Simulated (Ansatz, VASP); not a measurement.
# Si: VASP beside Ansatz

File POSCAR:

```
Si
1.0
    2.8359687699      0.0000000000      0.0000000000
   -1.4179843850      2.4560209991      0.0000000000
    0.0000000000      0.0000000000      4.5942694073
Si
2
Direct
    0.3333333333      0.6666666667      0.2500000000
    0.6666666667      0.3333333333      0.7500000000
```

The input INCAR.step1:

```
PREC = Accurate
ENCUT = 520
ISMEAR = -1
SIGMA = 0.05
LREAL = F
LASPH = T
NELM = 80
NBANDS = 11
GGA = PE
ALGO = Normal
EDIFF = 1E-4
LWAVE = T
LCHARG = F
```

INCAR.step2

```
PREC = Accurate
ENCUT = 520
EDIFF = 1E-8
ISMEAR = -1
SIGMA = 0.05
LREAL = F
LASPH = T
NELM = 80
ALGO = Normal
ISIF = 2
LWAVE = F
LCHARG = F
METAGGA = R2SCAN
LMIXTAU = T
LEFG = T
NBANDS = 11
ISTART = 1
```

KPOINTS

```
regular mesh
0
Gamma
  12 12 7
```

Input for Ansatz:

```yaml
crystal:
  lattice:
    - [2.8359687699, 0.0, 0.0]
    - [-1.417984385, 2.4560209991, 0.0]
    - [0.0, 0.0, 4.5942694073]
  atoms:
    - { symbol: Si, position: [0.3333333333, 0.6666666667, 0.25] }
    - { symbol: Si, position: [0.6666666667, 0.3333333333, 0.75] }
kpoints:
  mp_grid: { grid: [12, 12, 7] }
scf:
  occupations: { method: fermi_dirac, width: 0.05 }
hamiltonian:
  xc: r2scan
  pseudopotentials: { kind: paw }
output:
  forces: true
  stress: true
  eigenvalues: true
  efg: { contact_densities: true }
  populations: true
  write_density: true
  write_potential: true
  elf: true
  volumetric_format: npy
```

Change from the starting cell: shortest bond scaled by 1, PAW files.

Alike in both runs: task electric field gradients; functional r2SCAN; k mesh 12 × 12 × 7; occupations fermi-dirac, width 0.05 eV; no spin polarisation.

|  | VASP | Ansatz |
| --- | --- | --- |
| version | VASP 6.6.1 | Ansatz 0.2.0 |
| potentials or method | VASP PAW PBE potentials, release 64 (Si) | PAW with Ansatz's default frozen-core files, scalar-relativistic |
| plane-wave cutoff (eV) | 520 | 500 |
| valence electrons in the cell | 8 | 8 |

```csv
,VASP,Ansatz,Ansatz less VASP
pressure (GPa),-9.7,-9.8,-0.04
"traceless stress, the component that is largest in VASP (GPa)",-2.41,-2.41,+0.002
size of Vzz on the site where it differs most (V/Å²),1.5,1.6,+0.17
```

VASP's potentials were made for PBE, not for r2SCAN.
